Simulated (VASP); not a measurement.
# InP (F-43m) in VASP: a series of runs

InP is run at these levels: LDA, PBEsol; tasks: relaxation of cell and atoms, single point.

Everything below comes from runs of VASP 6.6.1. Logs are shortened: lines on timing, memory, paths and dates and some standing lists are left out, and cuts for length are marked.

### 1 The cell of the first run

Symmetry: F-43m, No. 216, cubic system. The conventional cell has a = 5.861 Å, b = 5.861 Å, c = 5.861 Å, α = 90.00°, β = 90.00°, γ = 90.00°. Within 3.3 Å of In (site symmetry -43m) lie 4 P at 2.54 Å. P (site symmetry -43m) has 4 In at 2.54 Å within 3.3 Å.

### 2 Relaxation of cell and atoms, LDA, target pressure 20 GPa, at which the enthalpy is minimised

File INCAR:

```
ALGO     = Normal         # electronic algorithm
EDIFF    = 1E-7           # SCF threshold, eV
EDIFFG   = -0.005         # ionic threshold
ENCUT    = 600            # plane-wave cutoff, eV
GGA      = CA             # functional
IBRION   = 2              # ionic algorithm
ISIF     = 3              # what is computed and relaxed
ISMEAR   = -1             # smearing method
LASPH    = T              # aspherical terms in the spheres
LCHARG   = F              # write CHGCAR
LREAL    = F              # projectors in reciprocal space
LWAVE    = F              # write WAVECAR
NELM     = 100            # most SCF steps
NSW      = 80             # ionic steps
PREC     = Accurate       # precision mode
PSTRESS  = 200.0        
SIGMA    = 0.05           # smearing width, eV
```

File KPOINTS:

```
k-points
0
Gamma
  8 8 8
```

File POSCAR:

```
InP
1.0
    0.0000000000      2.9305000000      2.9305000000
    2.9305000000      0.0000000000      2.9305000000
    2.9305000000      2.9305000000      0.0000000000
In P
1 1
Direct
    0.0000000000      0.0000000000      0.0000000000
    0.7500000000      0.7500000000      0.7500000000
```

Potentials or basis: VASP PAW LDA potentials, release 64 (In_d, P).

Started as:

```bash
$ cat potpaw_LDA.64/In_d/POTCAR potpaw_LDA.64/P/POTCAR > POTCAR
$ mpirun -np 1 vasp_std > vasp.out
```

OUTCAR:

```text
EDIFF = 1E-7
   EDIFFG = -0.005
   ENCUT = 600
   GGA = CA
   IBRION = 2
   ISIF = 3
   ISMEAR = -1
   LASPH = T
   LREAL = F
   NELM = 100
   NSW = 80
   PREC = Accurate
   PSTRESS = 200.0

 ion  position               nearest neighbor table
   1  0.000  0.000  0.000-   2 2.54   2 2.54   2 2.54   2 2.54
   2  0.750  0.750  0.750-   1 2.54   1 2.54   1 2.54   1 2.54

  LATTYP: Found a face centered cubic cell.
 ALAT       =     5.8610000000

  Lattice vectors:

 A1 = (   0.0000000000,   2.9305000000,   2.9305000000)
 A2 = (   2.9305000000,   0.0000000000,   2.9305000000)
 A3 = (   2.9305000000,   2.9305000000,   0.0000000000)

Analysis of symmetry for initial positions (statically):
=====================================================================
 Subroutine PRICEL returns:
 Original cell was already a primitive cell.

 Routine SETGRP: Setting up the symmetry group for a
 face centered cubic supercell.

 Subroutine GETGRP returns: Found 24 space group operations
 (whereof 24 operations were pure point group operations)
 out of a pool of 48 trial point group operations.

The static configuration has the point symmetry T_d .

Analysis of symmetry for dynamics (positions and initial velocities):
=====================================================================
 Subroutine PRICEL returns:
 Original cell was already a primitive cell.

 Routine SETGRP: Setting up the symmetry group for a
 face centered cubic supercell.

 Subroutine GETGRP returns: Found 24 space group operations
 (whereof 24 operations were pure point group operations)
 out of a pool of 48 trial point group operations.

The dynamic configuration has the point symmetry T_d .

 Subroutine INISYM returns: Found 24 space group operations
 (whereof 24 operations are pure point group operations),
 and found     1 'primitive' translations

----------------------------------------------------------------------------------------

                                     Primitive cell

  volume of cell :      50.3333

  direct lattice vectors                    reciprocal lattice vectors
     0.000000000  2.930500000  2.930500000    -0.170619348  0.170619348  0.170619348
     2.930500000  0.000000000  2.930500000     0.170619348 -0.170619348  0.170619348
     2.930500000  2.930500000  0.000000000     0.170619348  0.170619348 -0.170619348

  length of vectors
     4.144352845  4.144352845  4.144352845     0.295521380  0.295521380  0.295521380

  position of ions in fractional coordinates (direct lattice)
     0.000000000  0.000000000  0.000000000
     0.750000000  0.750000000  0.750000000

  ion indices of the primitive-cell ions
   primitive index   ion index
[... 28 lines left out ...]

 Following reciprocal coordinates:
            Coordinates               Weight
  0.000000  0.000000  0.000000      1.000000
  0.125000  0.000000  0.000000      8.000000
  0.250000  0.000000  0.000000      8.000000
  0.375000  0.000000  0.000000      8.000000
  0.500000  0.000000  0.000000      4.000000
  0.125000  0.125000  0.000000      6.000000
[... 16 lines left out ...]
  0.500000  0.250000  0.125000     48.000000
 -0.375000  0.250000  0.125000     24.000000
 [... further k-points ...]
   k-points           NKPTS =     29   k-points in BZ     NKDIM =     29   number of bands    NBANDS=     13
   number of dos      NEDOS =    301   number of ions     NIONS =      2
   total plane-waves  NPLWV =  46656
   dimension x,y,z NGX =    36 NGY =   36 NGZ =   36
   dimension x,y,z NGXF=    72 NGYF=   72 NGZF=   72
   ions per type =               1   1
   NGX,Y,Z   is equivalent  to a cutoff of  14.44, 14.44, 14.44 a.u.
   NGXF,Y,Z  is equivalent  to a cutoff of  28.88, 28.88, 28.88 a.u.
 SYSTEM =  unknown system
   PREC   = accura    normal or accurate (medium, high low for compatibility)
   ISTART =      0    job   : 0-new  1-cont  2-samecut
   ICHARG =      2    charge: 1-file 2-atom 10-const
   ISPIN  =      1    spin polarized calculation?
   LNONCOLLINEAR =      F non collinear calculations
   LSORBIT =      F    spin-orbit coupling
   LASPH  =      T    aspherical Exc in radial PAW
   ENCUT  =  600.0 eV  44.10 Ry    6.64 a.u.   8.28  8.28  8.28*2*pi/ulx,y,z
   NELM   =    100;   NELMIN=  2; NELMDL= -5     # of ELM steps
   EDIFF  = 0.1E-06   stopping-criterion for ELM
   LREAL  =      F    real-space projection
   EDIFFG = -.5E-02   stopping-criterion for IOM
   NSW    =     80    number of steps for IOM
   IBRION =      2    ionic relax: 0-MD 1-quasi-New 2-CG
   NFREE  =      1    steps in history (QN), initial steepest desc. (CG)
   ISIF   =      3    stress and relaxation
   ISYM   =      2    0-nonsym 1-usesym 2-fastsym
   POTIM  = 0.5000    time-step for ionic-motion
   TEBEG  =    0.0;   TEEND  =   0.0 temperature during run
   PSTRESS=  200.0 pullay stress
   NELECT =      18.0000    total number of electrons
   NUPDOWN=      -1.0000    fix difference up-down
   EMIN   =  10.00;   EMAX   =-10.00  energy-range for DOS
   EFERMI =   0.00;   METHOD = LEGACY
   ISMEAR =    -1;   SIGMA  =   0.05  broadening in eV -4-tet -1-fermi 0-gaus
   EFERMI_NEDOS =   21; number of points for ismear=-14 and -15
   IALGO  =     38    algorithm
   IMIX   =      4    mixing-type and parameters
     AMIX     =   0.40;   BMIX     =  1.00
     AMIX_MAG =   1.60;   BMIX_MAG =  1.00
  volume/ion in A,a.u.               =      25.17       169.83
  Fermi-wavevector in a.u.,A,eV,Ry     =   1.162021  2.195901 18.371846  1.350293
  Thomas-Fermi vector in A             =   2.298587
   LORBIT       =      0    0 simple, 1 ext, 2 COOP (PROOUT), +10 PAW based schemes
   GGA     = CA    functional components
   LHFCALC =     F    Hartree Fock is set to
   AEXX    =    0.0000 exact exchange contribution
   IVDW    =     0    specifies the selected vdW correction
   LEPSILON=     F    determine dielectric tensor
   LRPA    =     F    only Hartree local field effects (RPA)
 conjugate gradient relaxation of ions
 non-spin polarized calculation
  energy-cutoff  :      600.00
  volume of cell :       50.33
 maximum number of plane-waves:      1700
 NGX is ok and might be reduce to    36
   NGX = 17   NGY = 17   NGZ = 17

--------------------------------------- Ionic step        1  -------------------------------------------

 number of electron      17.9999998 magnetization

 Free energy of the ion-electron system (eV)
  ---------------------------------------------------
  ext. energy  EPLUGINS =         0.00000000
  ---------------------------------------------------
  free energy    TOTEN  =        -9.66931706 eV

  energy without entropy =       -9.66928921  energy(sigma->0) =       -9.66930313

 E-fermi :   5.2952     XC(G=0):  -9.6107

 val. band max:        5.0089569917   @ k =   0.0000   0.0000   0.0000
 cond. band min:       5.5192982947   @ k =   0.0000   0.0000   0.0000
 fundamental gap:      0.5103413031
 Fermi energy:         5.2952463598
[... 928 lines left out ...]
--------------------------------------- Ionic step        5  -------------------------------------------

 number of electron      18.0000001 magnetization

 Free energy of the ion-electron system (eV)
  ---------------------------------------------------
  ext. energy  EPLUGINS =         0.00000000
  ---------------------------------------------------
  free energy    TOTEN  =        -9.23206112 eV

  energy without entropy =       -9.23206102  energy(sigma->0) =       -9.23206107

 E-fermi :   8.1271     XC(G=0): -10.5088

 val. band max:        7.5272235932   @ k =   0.0000   0.0000   0.0000
 cond. band min:       8.7286166238   @ k =   0.5000   0.5000   0.0000
 fundamental gap:      1.2013930306
 Fermi energy:         8.1271432807
[... 417 lines left out ...]
  energy  without entropy=       -9.2320610232  energy(sigma->0) =       -9.23206107

  enthalpy is  TOTEN    =        -4.0953209704 eV   P V=        5.1367401507

 reached required accuracy - stopping structural energy minimisation
```

OSZICAR:

```text
N       E                     dE             d eps       ncg     rms          rms(c)
DAV:   1     0.118033704561E+03    0.11803E+03   -0.92720E+03   754   0.170E+03
DAV:   2    -0.106706422469E+01   -0.11910E+03   -0.11529E+03   774   0.351E+02
DAV:   3    -0.981535145857E+01   -0.87483E+01   -0.86754E+01   974   0.966E+01
[... 54 lines left out ...]
DAV:   3    -0.923208672806E+01    0.67834E-03   -0.18726E-03   997   0.119E+00    0.114E-01
DAV:   4    -0.923207924472E+01    0.74833E-05   -0.11312E-04   779   0.116E-01    0.808E-02
DAV:   5    -0.923206243444E+01    0.16810E-04   -0.12715E-05  1138   0.491E-02    0.329E-02
DAV:   6    -0.923206113771E+01    0.12967E-05   -0.25644E-06  1171   0.204E-02    0.108E-02
DAV:   7    -0.923206112106E+01    0.16651E-07   -0.32217E-07   776   0.773E-03
   5 F= -.40953210E+01 E0= -.40953209E+01  d E =-.709113E+00
```

Wall time 1.7 min (1 thread of Intel Xeon Platinum 8375C at 2.90GHz (Ice Lake), shared host); peak memory 0.19 GiB.

Results:

```yaml
Free_energy: -9.2321 eV
Relaxed_volume: 20.57 Å³/atom
Relaxed_cell: a = 3.875 Å, b = 3.875 Å, c = 3.875 Å, α = 60.00°, β = 60.00°, γ = 60.00°
Space_group_after_relaxing_to_0.1_Å: F-43m (No. 216)
Energy_change_on_relaxing_the_run_minimises_the_enthalpy: +218.6 meV/atom
Ionic_steps: 5
Pressure_after_relaxing: 20.0 GPa
Band_gap_on_the_k_mesh: 1.20 eV (least direct gap 1.56 eV)
```

Step by step:
```tsv
step	energy change (eV)	largest force (eV/Å)	pressure (GPa)	volume (Å³)
1	0.0000	0.0000	-1.16	50.33
2	4.3300	0.0000	110.58	29.79
3	0.3454	0.0000	17.18	41.94
4	0.4097	0.0000	19.18	41.38
5	0.4373	0.0000	19.98	41.15
```

Final structure:
```
CELL_PARAMETERS angstrom
0.00000 2.74018 2.74018
2.74018 0.00000 2.74018
2.74018 2.74018 0.00000
ATOMIC_POSITIONS crystal
In 0.00000 0.00000 0.00000
P 0.75000 0.75000 0.75000
```

Levels at points of the mesh, in eV from the valence-band top:
```tsv
k point	band 6	band 7	band 8	band 9	band 10	band 11	band 12	band 13
(0.00, 0.00, 0.00)	-13.15	0.00	0.00	0.00	1.56	3.86	3.86	3.86
(0.50, 0.00, 0.00)	-10.61	-7.09	-1.34	-1.34	1.78	4.64	4.64	7.13
(0.50, 0.50, 0.00)	-9.71	-6.87	-3.15	-3.15	1.20	1.98	10.36	10.75
```

Caveat: the cell is relaxed towards a set pressure, so the run minimises the enthalpy, not the energy; the volume moved by over 15 % at a fixed basis, so the end points are rough; spin-orbit coupling is left out, which moves the levels of the heavy elements.

### 3 Relaxation of cell and atoms, LDA, target pressure 30 GPa, at which the enthalpy is minimised

File INCAR:

```
SYSTEM = InP
  PREC = Accurate
  ENCUT = 600
  EDIFF = 1E-6
  ISMEAR = -1
  SIGMA = 0.05
  LREAL = .FALSE.
  LASPH = .TRUE.
  NELM = 80
  ALGO = Normal
  ISIF = 3
  LWAVE = .FALSE.
  LCHARG = .FALSE.
  IBRION = 2
  NSW = 80
  EDIFFG = -0.005
  PSTRESS = 300.0
```

File KPOINTS:

```
Automatic mesh
0
G
  8 8 8
  0 0 0
```

POSCAR is that of step 2.

Potentials or basis: VASP PAW LDA potentials, release 64 (In_d, P).

Started as:

```bash
$ cat potpaw_LDA.64/In_d/POTCAR potpaw_LDA.64/P/POTCAR > POTCAR
$ mpirun -np 1 vasp_std > vasp.out
```

Run time: 3 min. Hardware: 1 thread of Intel Xeon Platinum 8375C at 2.90GHz (Ice Lake), shared host; peak memory 0.2 GiB.

The run converged. Its results:

| Item | Value |
| --- | --- |
| Free energy | -8.8707 eV |
| Relaxed volume | 19.41 Å³/atom |
| Relaxed cell | a = 3.800 Å, b = 3.800 Å, c = 3.800 Å, α = 60.00°, β = 60.00°, γ = 60.00° |
| Space group after relaxing (to 0.1 Å) | F-43m (No. 216) |
| Energy change on relaxing (the run minimises the enthalpy) | +399.3 meV/atom |
| Ionic steps | 16 |
| Pressure after relaxing | 30.0 GPa |
| Band gap on the k mesh | 1.06 eV (least direct gap 1.83 eV) |

The path:
| step | energy change (eV) | largest force (eV/Å) | pressure (GPa) | volume (Å³) |
| --- | --- | --- | --- | --- |
| 1 | 0.0000 | 0.0000 | -1.16 | 50.33 |
| 2 | 13.1769 | 0.0000 | 311.47 | 22.43 |
| 3 | 0.4926 | 0.0000 | 21.62 | 40.72 |
| 4 | 0.6593 | 0.0000 | 26.18 | 39.61 |
| 5 | 0.8101 | 0.0000 | 30.18 | 38.75 |
| 6 | 0.7707 | 0.0000 | 29.25 | 38.96 |
| 7 | 0.7723 | 0.0000 | 29.26 | 38.95 |
| 8 | 0.7769 | 0.0000 | 29.38 | 38.93 |
| 9 | 0.7769 | 0.0000 | 29.38 | 38.93 |
| 10 | 0.7771 | 0.0000 | 29.38 | 38.93 |
| 11 | 0.7774 | 0.0000 | 29.38 | 38.92 |
| 12 | 0.7781 | 0.0000 | 29.42 | 38.92 |
| 13 | 0.7795 | 0.0000 | 29.46 | 38.91 |
| 14 | 0.7822 | 0.0000 | 29.52 | 38.90 |
| 15 | 0.7877 | 0.0000 | 29.67 | 38.87 |
| 16 | 0.7987 | 0.0000 | 29.98 | 38.81 |

Final structure:
```
CELL_PARAMETERS angstrom
0.00000 2.68723 2.68723
2.68723 0.00000 2.68723
2.68723 2.68723 0.00000
ATOMIC_POSITIONS crystal
In 0.00000 0.00000 0.00000
P 0.75000 0.75000 0.75000
```

Levels at points of the mesh, in eV from the valence-band top:
```
           k point  band 7  band 8  band 9  band 10  band 11  band 12
(0.00, 0.00, 0.00)    0.00    0.00    0.00     1.83     3.79     3.79
(0.50, 0.00, 0.00)   -7.53   -1.47   -1.47     1.90     4.58     4.58
(0.50, 0.50, 0.00)   -7.21   -3.43   -3.43     1.06     1.88    10.73
```

Caveat: the cell is relaxed towards a set pressure, so the run minimises the enthalpy, not the energy; the volume moved by over 15 % at a fixed basis, so the end points are rough; spin-orbit coupling is left out, which moves the levels of the heavy elements.

### 4 Single point, PBEsol, non-collinear spin, zero start, spin-orbit coupling

File INCAR:

```
SYSTEM = InP
PREC = Accurate
ENCUT = 520
EDIFF = 1E-6
ISMEAR = -1
SIGMA = 0.05
LREAL = .FALSE.
LASPH = .TRUE.
NELM = 150
ALGO = Normal
ISIF = 2
LWAVE = .FALSE.
LCHARG = .FALSE.
MAGMOM = 0 0 0 0 0 0
LORBIT = 11
LSORBIT = .TRUE.
GGA_COMPAT = .FALSE.
LORBMOM = .TRUE.
GGA = PS
NBANDS = 30
```

File KPOINTS:

```
regular mesh
0
G
  6 6 6
  0 0 0
```

POSCAR is that of step 3.

Potentials or basis: VASP PAW PBE potentials, release 64 (In_d, P).

Started as:

```bash
$ cat potpaw_PBE.64/In_d/POTCAR potpaw_PBE.64/P/POTCAR > POTCAR
$ mpirun -np 1 vasp_ncl > vasp.out
```

It took 85 s on 1 thread of Intel Xeon Platinum 8375C at 2.90GHz (Ice Lake), shared host; peak memory 0.32 GiB.

It converged, with:

```
Free energy                                           : -9.1786 eV
Pressure                                              : 0.5 GPa
Net moment                                            : 0.00 μB per cell
Valence electrons inside the program's atomic spheres : In 11.51; P 2.51
```

Moments on the atoms (μB; x, y, z):
```
In  0.00 0.00 0.00
P   0.00 0.00 0.00
```

Caveat: the PAW data sets were made with another functional, which shifts forces and pressure a little.

### 5 Single point, PBEsol, non-collinear spin, zero start, spin-orbit coupling

This run uses another cell than the first one, of 25.36 Å³/atom.

File INCAR:

```
SYSTEM = InP
PREC = Accurate
ENCUT = 520
EDIFF = 1E-6
ISMEAR = -1
SIGMA = 0.05
LREAL = .False.
LASPH = .True.
NELM = 150
ALGO = Normal
ISIF = 2
LWAVE = .False.
LCHARG = .False.
LNONCOLLINEAR = .True.
MAGMOM = 0 0 0 0 0 0
LORBIT = 11
LSORBIT = .True.
GGA_COMPAT = .False.
LORBMOM = .True.
GGA = PS
NBANDS = 30
```

File KPOINTS:

```
Automatic mesh
0
Gamma
  6 6 6
  0 0 0
```

File POSCAR:

```
InP
1.0
    0.0000000000      2.9380062443      2.9380062443
    2.9380062443      0.0000000000      2.9380062443
    2.9380062443      2.9380062443      0.0000000000
In P
1 1
Direct
    0.0000000000      0.0000000000      0.0000000000
    0.7500000000      0.7500000000      0.7500000000
```

Started as:

```bash
$ cat potpaw_PBE.64/In_d/POTCAR potpaw_PBE.64/P/POTCAR > POTCAR
$ mpirun -np 1 vasp_ncl > vasp.out
```

It took 88 s on 1 thread of Intel Xeon Platinum 8375C at 2.90GHz (Ice Lake), shared host; peak memory 0.32 GiB.

It converged, with:

```yaml
Free_energy: -9.1794 eV
Pressure: 0.0 GPa
Net_moment: 0.00 μB per cell
Valence_electrons_inside_the_program's_atomic_spheres: In 11.50; P 2.50
```

Moments on the atoms (μB; x, y, z):
```
In  0.00 0.00 0.00
P   0.00 0.00 0.00
```

Caveat: the PAW data sets were made with another functional, which shifts forces and pressure a little.

### 6 The runs side by side

```tsv
task	level	potentials or basis	spin	cell	k mesh	cutoff (eV)	gap on the mesh (eV)	pressure (GPa)	moment (μB)
relaxation of cell and atoms	LDA	VASP PAW LDA potentials, release 64 (In_d, P)	off	relaxed to 20 GPa from a = 4.144 Å, angles 60.0°, 2 atoms	8 × 8 × 8	600	1.20	20.0	-
relaxation of cell and atoms	LDA	VASP PAW LDA potentials, release 64 (In_d, P)	off	relaxed to 30 GPa from a = 4.144 Å, angles 60.0°, 2 atoms	8 × 8 × 8	600	1.06	30.0	-
single point	PBEsol	VASP PAW PBE potentials, release 64 (In_d, P)	non-collinear, zero start, SOC	a = 4.144 Å, angles 60.0°, 2 atoms	6 × 6 × 6	520	-	0.5	0.00
single point	PBEsol	VASP PAW PBE potentials, release 64 (In_d, P)	non-collinear, zero start, SOC	a = 4.155 Å, angles 60.0°, 2 atoms	6 × 6 × 6	520	-	0.0	0.00
```

Alike in all rows: smearing fermi-dirac 0.05 eV.

Caveats: the cell is relaxed towards a set pressure, so the run minimises the enthalpy, not the energy (at least some runs); the volume moved by over 15 % at a fixed basis, so the end points are rough (at least some runs); spin-orbit coupling is left out, which moves the levels of the heavy elements (at least some runs); the PAW data sets were made with another functional, which shifts forces and pressure a little (at least some runs).

Total energies depend on the potentials used, so only differences within one code and one set of settings carry meaning.
